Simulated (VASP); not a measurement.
A run of VASP 6.6.1:

Contents of INCAR:

```
SYSTEM = Al6W
PREC     = Accurate       ! precision mode
ENCUT    = 500            ! plane-wave cutoff, eV
EDIFF    = 1E-6           ! SCF threshold, eV
ISMEAR   = 0              ! smearing method
SIGMA    = 0.2            ! smearing width, eV
LREAL    = .FALSE.        ! projectors in reciprocal space
LASPH    = .TRUE.         ! aspherical terms in the spheres
NELM     = 120            ! most SCF steps
ALGO     = Normal         ! electronic algorithm
ISIF     = 2              ! what is computed and relaxed
LWAVE    = .FALSE.        ! write WAVECAR
LCHARG   = .FALSE.        ! write CHGCAR
GGA      = PE             ! functional
NBANDS   = 25             ! bands
GGA_COMPAT= .FALSE.
```

File KPOINTS:

```
regular mesh
0
G
  4 4 4
  0 0 0
```

The input POSCAR:

```
Al6W
1.0
    6.0940477456      0.0000000000      0.0000000000
    0.0000000000      6.0940477456      0.0000000000
    0.0000000000      0.0000000000      6.0940477456
Al W
6 1
Direct
    0.0000000000      0.0000000000      0.3034922557
    0.0000000000      0.0000000000      0.6965077443
    0.3034922557      0.0000000000      0.0000000000
    0.6965077443      0.0000000000      0.0000000000
    0.0000000000      0.3034922557      0.0000000000
    0.0000000000      0.6965077443      0.0000000000
    0.5000000000      0.5000000000      0.5000000000
```

Potentials or basis: VASP PAW PBE potentials, release 64 (Al, W_sv).

Run with:

```console
$ cat potpaw_PBE.64/Al/POTCAR potpaw_PBE.64/W_sv/POTCAR > POTCAR
$ mpirun -np 1 vasp_std > vasp.out
```

Hardware: 1 thread of Intel(R) Xeon(R) 6975P-C (Granite Rapids), with other jobs on the host.

Q: How long does it take, and how much memory?

A: Run time: 39 s on 1 thread of Intel(R) Xeon(R) 6975P-C (Granite Rapids) (shared host), peak memory 0.33 GiB. Counts: scf iterations 18, k points 10.
